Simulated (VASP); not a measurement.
Wanted: the native input for a VASP 6.6.1 run.

| Property | Result |
| --- | --- |
| Task | relaxation of cell and atoms |
| Functional | PBE |
| Potentials or basis | VASP PAW PBE potentials, release 64 (P) |
| Cutoff | 600 eV |
| k mesh | 6 × 6 × 6 |
| Occupations | gaussian, width 0.1 eV |
| Spin | no spin polarisation |
| Dipole correction | no |
| Further INCAR settings | ALGO = Normal; EDIFF = 1e-06; IBRION = 2; EDIFFG = -0.015; NSW = 80; ISIF = 3 |

The structure of P lies in POSCAR:

```
P
1.0
   -4.8958716722      0.0000000000      0.0000000000
    0.0000000000      0.0000000000      4.8958716722
    0.0000000000      4.8958716722      0.0000000000
P
8
Direct
    0.5000000000      0.0000000000      0.0000000000
    0.5000000000      0.5000000000      0.0000000000
    0.5000000000      0.0000000000      0.5000000000
    0.5000000000      0.5000000000      0.5000000000
    0.0000000000      0.0000000000      0.0000000000
    0.0000000000      0.5000000000      0.0000000000
    0.0000000000      0.0000000000      0.5000000000
    0.0000000000      0.5000000000      0.5000000000
```

The input as run:

INCAR

```
SYSTEM = P
PREC     = Accurate       ! precision mode
ENCUT    = 600            ! plane-wave cutoff, eV
EDIFF    = 1E-6           ! SCF threshold, eV
ISMEAR   = 0              ! smearing method
SIGMA    = 0.1            ! smearing width, eV
LREAL    = .False.        ! projectors in reciprocal space
LASPH    = .True.         ! aspherical terms in the spheres
NELM     = 80             ! most SCF steps
ALGO     = Normal         ! electronic algorithm
ISIF     = 3              ! what is computed and relaxed
LWAVE    = .False.        ! write WAVECAR
LCHARG   = .False.        ! write CHGCAR
GGA      = PE             ! functional
IBRION   = 2              ! ionic algorithm
NSW      = 80             ! ionic steps
EDIFFG   = -0.015         ! ionic threshold
```

KPOINTS

```
regular mesh
0
Gamma
  6 6 6
  0 0 0
```

Potentials or basis: VASP PAW PBE potentials, release 64 (P).

Run with:

```sh
$ cat potpaw_PBE.64/P/POTCAR > POTCAR
$ mpirun -np 1 vasp_std > vasp.out
```

Results of the run:

The relaxed volume is 14.53 Å³/atom, the relaxed cell is a = 4.880 Å, b = 4.880 Å, c = 4.880 Å, α = 90.00°, β = 90.00°, γ = 90.00° and the space group after relaxing (to 0.05 Å) is Pm-3m (No. 221). The energy gained by relaxing is 0.5 meV/atom and the ionic steps are 3. The pressure after relaxing is 0.0 GPa. The band gap on the k mesh is zero (band 20 reaches 10.13 eV, above the bottom of band 21 at 8.33 eV).

Wall time 91 s on 1 thread of Intel(R) Xeon(R) Platinum 8375C CPU @ 2.90GHz (Ice Lake), with other jobs on the host, peak memory 0.25 GiB.
